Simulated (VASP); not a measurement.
# KTaO3 (Pm-3m) in VASP: further runs

KTaO3 is run at these levels: PBE; tasks: relaxation of cell and atoms, single point.

Everything below comes from runs of VASP 6.6.1. Logs are shortened: lines on timing, memory, paths and dates and some standing lists are left out, and cuts for length are marked.

### Step 1. The cell of the first run

Symmetry: Pm-3m, No. 221, cubic system. Conventional cell: a = 3.988 Å, b = 3.988 Å, c = 3.988 Å, α = 90.00°, β = 90.00°, γ = 90.00°. Within 3.7 Å of K (site symmetry m-3m) lie 12 O at 2.82 Å and 8 Ta at 3.45 Å. Within 2.6 Å of Ta (site symmetry m-3m) lie 6 O at 1.99 Å. O (site symmetry 4/mmm) has 2 Ta at 1.99 Å within 2.6 Å.

### Step 2. Relaxation of cell and atoms, PBE

INCAR

```
SYSTEM = KTaO3
PREC = Accurate ; ENCUT = 600
EDIFF = 1E-7 ; ISMEAR = 0
SIGMA = 0.1 ; LREAL = .FALSE.
LASPH = .TRUE. ; NELM = 60
ALGO = Normal ; ISIF = 3
LWAVE = .FALSE. ; LCHARG = .FALSE.
GGA = PE ; IBRION = 2
NSW = 90 ; EDIFFG = -0.04
```

KPOINTS

```
Automatic mesh
0
G
  4 4 4
  0 0 0
```

POSCAR

```
KTaO3
1.0
    3.9883000900      0.0000000000      0.0000000000
    0.0000000000      3.9883000900      0.0000000000
    0.0000000000      0.0000000000      3.9883000900
K Ta O
1 1 3
Direct
    0.5000000000      0.5000000000      0.5000000000
    0.0000000000      0.0000000000      0.0000000000
    0.5000000000      0.0000000000      0.0000000000
    0.0000000000      0.5000000000      0.0000000000
    0.0000000000      0.0000000000      0.5000000000
```

Potentials or basis: VASP PAW PBE potentials, release 64 (K_sv, Ta_pv, O).

Started as:

```console
$ cat potpaw_PBE.64/K_sv/POTCAR potpaw_PBE.64/Ta_pv/POTCAR potpaw_PBE.64/O/POTCAR > POTCAR
$ mpirun -np 1 vasp_std > vasp.out
```

OUTCAR:

```text
SYSTEM = KTaO3
   PREC = Accurate
   ENCUT = 600
   EDIFF = 1E-7
   ISMEAR = 0
   LREAL = .FALSE.
   LASPH = .TRUE.
   NELM = 60
   ISIF = 3
   GGA = PE
   IBRION = 2
   NSW = 90
   EDIFFG = -0.04

 ion  position               nearest neighbor table
   1  0.500  0.500  0.500-   3 2.82   4 2.82   5 2.82   3 2.82   4 2.82   3 2.82   5 2.82   3 2.82
                             4 2.82   5 2.82   4 2.82   5 2.82   2 3.45   2 3.45   2 3.45   2 3.45
   2  0.000  0.000  0.000-   3 1.99   4 1.99   5 1.99   5 1.99   4 1.99   3 1.99   1 3.45   1 3.45
                             1 3.45   1 3.45   1 3.45   1 3.45   1 3.45   1 3.45
   3  0.500  0.000  0.000-   2 1.99   2 1.99   1 2.82   1 2.82   1 2.82   1 2.82
   4  0.000  0.500  0.000-   2 1.99   2 1.99   1 2.82   1 2.82   1 2.82   1 2.82
   5  0.000  0.000  0.500-   2 1.99   2 1.99   1 2.82   1 2.82   1 2.82   1 2.82

  LATTYP: Found a simple cubic cell.
 ALAT       =     3.9883000900

  Lattice vectors:

 A1 = (   3.9883000900,   0.0000000000,   0.0000000000)
 A2 = (   0.0000000000,   3.9883000900,   0.0000000000)
 A3 = (   0.0000000000,   0.0000000000,   3.9883000900)

Analysis of symmetry for initial positions (statically):
=====================================================================
 Subroutine PRICEL returns:
 Original cell was already a primitive cell.

 Routine SETGRP: Setting up the symmetry group for a
 simple cubic supercell.

 Subroutine GETGRP returns: Found 48 space group operations
 (whereof 48 operations were pure point group operations)
 out of a pool of 48 trial point group operations.

The static configuration has the point symmetry O_h .

Analysis of symmetry for dynamics (positions and initial velocities):
=====================================================================
 Subroutine PRICEL returns:
 Original cell was already a primitive cell.

 Routine SETGRP: Setting up the symmetry group for a
 simple cubic supercell.

 Subroutine GETGRP returns: Found 48 space group operations
 (whereof 48 operations were pure point group operations)
 out of a pool of 48 trial point group operations.

The dynamic configuration has the point symmetry O_h .

 Subroutine INISYM returns: Found 48 space group operations
 (whereof 48 operations are pure point group operations),
 and found     1 'primitive' translations

----------------------------------------------------------------------------------------

                                     Primitive cell

  volume of cell :      63.4400

  direct lattice vectors                    reciprocal lattice vectors
     3.988300090  0.000000000  0.000000000     0.250733390  0.000000000  0.000000000
     0.000000000  3.988300090  0.000000000     0.000000000  0.250733390  0.000000000
     0.000000000  0.000000000  3.988300090     0.000000000  0.000000000  0.250733390

  length of vectors
     3.988300090  3.988300090  3.988300090     0.250733390  0.250733390  0.250733390

  position of ions in fractional coordinates (direct lattice)
     0.500000000  0.500000000  0.500000000
     0.000000000  0.000000000  0.000000000
     0.500000000  0.000000000  0.000000000
     0.000000000  0.500000000  0.000000000
     0.000000000  0.000000000  0.500000000

  ion indices of the primitive-cell ions
   primitive index   ion index
                 1           1
                 2           2
                 3           3
                 4           4
                 5           5

----------------------------------------------------------------------------------------

 KPOINTS: Automatic mesh

Automatic generation of k-mesh.
 Grid dimensions read from file:
 generate k-points for:    4    4    4

 Generating k-lattice:

  Cartesian coordinates                     Fractional coordinates (reciprocal lattice)
     0.062683347  0.000000000  0.000000000     0.250000000  0.000000000  0.000000000
     0.000000000  0.062683347  0.000000000     0.000000000  0.250000000  0.000000000
     0.000000000  0.000000000  0.062683347     0.000000000  0.000000000  0.250000000

  Length of vectors
     0.062683347  0.062683347  0.062683347

  Shift w.r.t. Gamma in fractional coordinates (k-lattice)
     0.000000000  0.000000000  0.000000000

 Subroutine IBZKPT returns following result:
 ===========================================

 Found     10 irreducible k-points:

 Following reciprocal coordinates:
            Coordinates               Weight
  0.000000  0.000000  0.000000      1.000000
  0.250000  0.000000  0.000000      6.000000
  0.500000  0.000000  0.000000      3.000000
  0.250000  0.250000  0.000000     12.000000
  0.500000  0.250000  0.000000     12.000000
  0.500000  0.500000  0.000000      3.000000
  0.250000  0.250000  0.250000      8.000000
  0.500000  0.250000  0.250000     12.000000
  0.500000  0.500000  0.250000      6.000000
  0.500000  0.500000  0.500000      1.000000
   k-points           NKPTS =     10   k-points in BZ     NKDIM =     10   number of bands    NBANDS=     23
   number of dos      NEDOS =    301   number of ions     NIONS =      5
   total plane-waves  NPLWV =  32768
   dimension x,y,z NGX =    32 NGY =   32 NGZ =   32
   dimension x,y,z NGXF=    64 NGYF=   64 NGZF=   64
   ions per type =               1   1   3
   NGX,Y,Z   is equivalent  to a cutoff of  13.34, 13.34, 13.34 a.u.
   NGXF,Y,Z  is equivalent  to a cutoff of  26.68, 26.68, 26.68 a.u.
 SYSTEM =  KTaO3
   PREC   = accura    normal or accurate (medium, high low for compatibility)
   ISTART =      0    job   : 0-new  1-cont  2-samecut
   ICHARG =      2    charge: 1-file 2-atom 10-const
   ISPIN  =      1    spin polarized calculation?
   LNONCOLLINEAR =      F non collinear calculations
   LSORBIT =      F    spin-orbit coupling
   LASPH  =      T    aspherical Exc in radial PAW
   ENCUT  =  600.0 eV  44.10 Ry    6.64 a.u.   7.97  7.97  7.97*2*pi/ulx,y,z
   NELM   =     60;   NELMIN=  2; NELMDL= -5     # of ELM steps
   EDIFF  = 0.1E-06   stopping-criterion for ELM
   LREAL  =      F    real-space projection
   EDIFFG = -.4E-01   stopping-criterion for IOM
   NSW    =     90    number of steps for IOM
   IBRION =      2    ionic relax: 0-MD 1-quasi-New 2-CG
   NFREE  =      1    steps in history (QN), initial steepest desc. (CG)
   ISIF   =      3    stress and relaxation
   ISYM   =      2    0-nonsym 1-usesym 2-fastsym
   POTIM  = 0.5000    time-step for ionic-motion
   TEBEG  =    0.0;   TEEND  =   0.0 temperature during run
   PSTRESS=    0.0 pullay stress
   NELECT =      38.0000    total number of electrons
   NUPDOWN=      -1.0000    fix difference up-down
   EMIN   =  10.00;   EMAX   =-10.00  energy-range for DOS
   EFERMI =   0.00;   METHOD = LEGACY
   ISMEAR =     0;   SIGMA  =   0.10  broadening in eV -4-tet -1-fermi 0-gaus
   EFERMI_NEDOS =   21; number of points for ismear=-14 and -15
   IALGO  =     38    algorithm
   IMIX   =      4    mixing-type and parameters
     AMIX     =   0.40;   BMIX     =  1.00
     AMIX_MAG =   1.60;   BMIX_MAG =  1.00
  volume/ion in A,a.u.               =      12.69        85.62
  Fermi-wavevector in a.u.,A,eV,Ry     =   1.380008  2.607837 25.911227  1.904421
  Thomas-Fermi vector in A             =   2.504925
   LORBIT       =      0    0 simple, 1 ext, 2 COOP (PROOUT), +10 PAW based schemes
   GGA     = PE    functional components
   LHFCALC =     F    Hartree Fock is set to
   AEXX    =    0.0000 exact exchange contribution
   IVDW    =     0    specifies the selected vdW correction
   LEPSILON=     F    determine dielectric tensor
   LRPA    =     F    only Hartree local field effects (RPA)
 conjugate gradient relaxation of ions
 non-spin polarized calculation
 Gauss-broadening in eV      SIGMA  =   0.10
  energy-cutoff  :      600.00
  volume of cell :       63.44
 maximum number of plane-waves:      2176
 NGX is ok and might be reduce to    32
   NGX = 15   NGY = 15   NGZ = 15

--------------------------------------- Ionic step        1  -------------------------------------------

 number of electron      37.9999990 magnetization

 Free energy of the ion-electron system (eV)
  ---------------------------------------------------
  ext. energy  EPLUGINS =         0.00000000
  ---------------------------------------------------
  free energy    TOTEN  =       -41.01263390 eV

  energy without entropy =      -41.01263390  energy(sigma->0) =      -41.01263390

------------------------ aborting loop because EDIFF is reached ----------------------------------------

  FORCE on cell =-STRESS in cart. coord.  units (eV):
  Direction    XX          YY          ZZ          XY          YZ          ZX
  --------------------------------------------------------------------------------------
  -------------------------------------------------------------------------------------
  Total        2.3528183      2.3528183      2.3528183     -0.0000000      0.0000000     -0.0000000
  in kB       59.4203873     59.4203873     59.4203873     -0.0000000      0.0000000     -0.0000000
  external PRESSURE =      59.4203873 kB  Pullay stress =       0.0000000 kB
[... 63 lines left out ...]
  energy  without entropy=      -40.9937067611  energy(sigma->0) =      -40.99370676

--------------------------------------- Ionic step        3  -------------------------------------------

 number of electron      38.0000008 magnetization

 Free energy of the ion-electron system (eV)
  ---------------------------------------------------
  ext. energy  EPLUGINS =         0.00000000
  ---------------------------------------------------
  free energy    TOTEN  =       -41.04690496 eV

  energy without entropy =      -41.04690496  energy(sigma->0) =      -41.04690496

 E-fermi :   2.1198     XC(G=0): -10.7195

 val. band max:        1.6057995585   @ k =   0.5000   0.5000   0.5000
 cond. band min:       3.6986338729   @ k =   0.0000   0.0000   0.0000
 fundamental gap:      2.0928343145
 Fermi energy:         2.1198430361

 k-point     1 :       0.0000    0.0000    0.0000
  band No.  band energies     occupation
      1     -32.6777      2.00000
      2     -32.6777      2.00000
      3     -32.6777      2.00000
      4     -25.7456      2.00000
      5     -15.8396      2.00000
      6     -15.1426      2.00000
[... 281 lines left out ...]
  FREE ENERGIE OF THE ION-ELECTRON SYSTEM (eV)
  ---------------------------------------------------
  free  energy   TOTEN  =       -41.0469049619 eV

  energy  without entropy=      -41.0469049619  energy(sigma->0) =      -41.04690496

 reached required accuracy - stopping structural energy minimisation
```

Run time: 68 s. Hardware: 1 thread of Intel Xeon 8259CL, shared host; peak memory 0.2 GiB.

What came out:

* Free energy: -41.0469 eV
* Relaxed volume: 13.07 Å³/atom
* Relaxed cell: a = 4.028 Å, b = 4.028 Å, c = 4.028 Å, α = 90.00°, β = 90.00°, γ = 90.00°
* Space group after relaxing (to 0.1 Å): Pm-3m (No. 221)
* Energy gained by relaxing: 6.9 meV/atom
* Ionic steps: 3
* Pressure after relaxing: 0.0 GPa
* Band gap on the k mesh: 2.09 eV (least direct gap 2.73 eV)

Step by step:
```csv
step,energy change (eV),largest force (eV/Å),pressure (GPa),volume (Å³)
1,0.0000,0.0000,5.94,63.44
2,0.0189,0.0000,-6.53,67.86
3,-0.0343,0.0000,-0.04,65.36
```

Final structure:
```cif
data_structure
_symmetry_space_group_name_H-M 'P 1'
_symmetry_Int_Tables_number 1
_cell_length_a 4.0281
_cell_length_b 4.0281
_cell_length_c 4.0281
_cell_angle_alpha 90.000
_cell_angle_beta 90.000
_cell_angle_gamma 90.000
_cell_volume 65.36
loop_
_atom_site_label
_atom_site_type_symbol
_atom_site_fract_x
_atom_site_fract_y
_atom_site_fract_z
_atom_site_occupancy
K1 K 0.50000 0.50000 0.50000 1
Ta1 Ta 0.00000 0.00000 0.00000 1
O1 O 0.50000 0.00000 0.00000 1
O2 O 0.00000 0.50000 0.00000 1
O3 O 0.00000 0.00000 0.50000 1
```

Caveat: spin-orbit coupling is left out, which moves the levels of the heavy elements.

### Step 3. Single point, PBE

This run uses another cell than the first one, of 13.04 Å³/atom.

INCAR

```
SYSTEM = KTaO3
PREC = Accurate
ENCUT = 520
EDIFF = 1E-7
ISMEAR = 0
SIGMA = 0.02
LREAL = .False.
LASPH = .True.
NELM = 80
ALGO = Normal
ISIF = 2
LWAVE = .False.
LCHARG = .False.
GGA = PE
NBANDS = 27
```

KPOINTS

```
regular mesh
0
Gamma
  8 8 8
  0 0 0
```

POSCAR, as its differences from that of step 2:

```diff
@@ -2,5 +2,5 @@
 1.0
-    3.9883000900      0.0000000000      0.0000000000
-    0.0000000000      3.9883000900      0.0000000000
-    0.0000000000      0.0000000000      3.9883000900
+    4.0245551814      0.0000000000      0.0000000000
+    0.0000000000      4.0245551814      0.0000000000
+    0.0000000000      0.0000000000      4.0245551814
 K Ta O
```

Potentials or basis: VASP PAW PBE potentials, release 64 (K_sv, Ta_pv, O).

Started as:

```console
$ cat potpaw_PBE.64/K_sv/POTCAR potpaw_PBE.64/Ta_pv/POTCAR potpaw_PBE.64/O/POTCAR > POTCAR
$ mpirun -np 1 vasp_std > vasp.out
```

Wall time 1.8 min (1 thread of Intel Xeon 8259CL, shared host); peak memory 0.21 GiB.

The run converged. Its results:

```
Free energy            : -41.0675 eV
Pressure               : 0.6 GPa
Band gap on the k mesh : 2.12 eV (least direct gap 2.75 eV)
```

Levels at points of the mesh, in eV from the valence-band top:
| k point | band 17 | band 18 | band 19 | band 20 | band 21 | band 22 |
| --- | --- | --- | --- | --- | --- | --- |
| (0.00, 0.00, 0.00) | -0.63 | -0.63 | -0.63 | 2.12 | 2.12 | 2.12 |
| (0.50, 0.00, 0.00) | -1.45 | -0.85 | -0.85 | 2.26 | 4.84 | 4.84 |
| (0.50, 0.50, 0.00) | -1.40 | -1.40 | -0.04 | 4.88 | 4.88 | 6.11 |
| (0.50, 0.50, 0.50) | 0.00 | 0.00 | 0.00 | 6.23 | 6.23 | 6.23 |

Caveat: spin-orbit coupling is left out, which moves the levels of the heavy elements. A k mesh can miss the band edges.

### Step 4. Relaxation of cell and atoms, PBE

This run uses another cell than the first one, of 13.03 Å³/atom.

INCAR

```
PREC = Accurate
ENCUT = 600
EDIFF = 1E-6
ISMEAR = 0
SIGMA = 0.02
LREAL = F
LASPH = T
NELM = 100
ALGO = Normal
ISIF = 3
LWAVE = F
LCHARG = F
GGA = PE
IBRION = 2
NSW = 100
EDIFFG = -0.01
```

KPOINTS

```
Automatic mesh
0
Gamma
  8 8 8
```

POSCAR, as its differences from that of step 3:

```diff
@@ -2,5 +2,5 @@
 1.0
-    4.0245551814      0.0000000000      0.0000000000
-    0.0000000000      4.0245551814      0.0000000000
-    0.0000000000      0.0000000000      4.0245551814
+    4.0237551787      0.0000000000      0.0000000000
+    0.0000000000      4.0237551787      0.0000000000
+    0.0000000000      0.0000000000      4.0237551787
 K Ta O
```

Started as:

```console
$ cat potpaw_PBE.64/K_sv/POTCAR potpaw_PBE.64/Ta_pv/POTCAR potpaw_PBE.64/O/POTCAR > POTCAR
$ mpirun -np 1 vasp_std > vasp.out
```

Wall time 2.3 min (1 thread of Intel Xeon 8259CL, shared host); peak memory 0.23 GiB.

The run converged. Its results:

- Free energy: -41.0756 eV
- Relaxed volume: 13.06 Å³/atom
- Relaxed cell: a = 4.027 Å, b = 4.027 Å, c = 4.027 Å, α = 90.00°, β = 90.00°, γ = 90.00°
- Space group after relaxing (to 0.1 Å): Pm-3m (No. 221)
- Energy gained by relaxing: 0.1 meV/atom
- Ionic steps: 3
- Pressure after relaxing: 0.0 GPa
- Band gap on the k mesh: 2.11 eV (least direct gap 2.74 eV)

The path:
| step | energy change (eV) | largest force (eV/Å) | pressure (GPa) | volume (Å³) |
| --- | --- | --- | --- | --- |
| 1 | 0.0000 | 0.0000 | 0.51 | 65.15 |
| 2 | 0.0002 | 0.0000 | -0.61 | 65.54 |
| 3 | -0.0003 | 0.0000 | 0.00 | 65.32 |

Final structure:
```xyz
5
Lattice="4.0273 0.0000 0.0000 0.0000 4.0273 0.0000 0.0000 0.0000 4.0273" Properties=species:S:1:pos:R:3 pbc="T T T"
K     2.0136    2.0136    2.0136
Ta    0.0000    0.0000    0.0000
O     2.0136    0.0000    0.0000
O     0.0000    2.0136    0.0000
O     0.0000    0.0000    2.0136
```

Levels at points of the mesh, in eV from the valence-band top:
```
           k point  band 16  band 17  band 18  band 19  band 20  band 21  band 22  band 23
(0.00, 0.00, 0.00)    -1.01    -0.63    -0.63    -0.63     2.11     2.11     2.11     6.40
(0.50, 0.00, 0.00)    -2.07    -1.44    -0.85    -0.85     2.26     4.83     4.83     6.47
(0.50, 0.50, 0.00)    -1.70    -1.40    -1.40    -0.04     4.86     4.86     6.10     7.29
(0.50, 0.50, 0.50)    -3.81     0.00     0.00     0.00     6.21     6.21     6.21     8.83
```

Caveat: spin-orbit coupling is left out, which moves the levels of the heavy elements.

### Step 5. The runs side by side

| task | cell | k mesh | cutoff (eV) | smearing | gap on the mesh (eV) | pressure (GPa) | relaxed volume (Å³/atom) |
| --- | --- | --- | --- | --- | --- | --- | --- |
| relaxation of cell and atoms | relaxed from a = 3.988 Å, 5 atoms | 4 × 4 × 4 | 600 | gaussian 0.1 eV | 2.09 | 0.0 | 13.07 |
| single point | a = 4.025 Å, 5 atoms | 8 × 8 × 8 | 520 | gaussian 0.02 eV | 2.12 | 0.6 | - |
| relaxation of cell and atoms | relaxed from a = 4.024 Å, 5 atoms | 8 × 8 × 8 | 600 | gaussian 0.02 eV | 2.11 | 0.0 | 13.06 |

Alike in all rows: level PBE; potentials or basis VASP PAW PBE potentials, release 64 (K_sv, Ta_pv, O); no spin polarisation.

Caveats: spin-orbit coupling is left out, which moves the levels of the heavy elements.

Absolute energies hang on the potentials; compare differences alone.
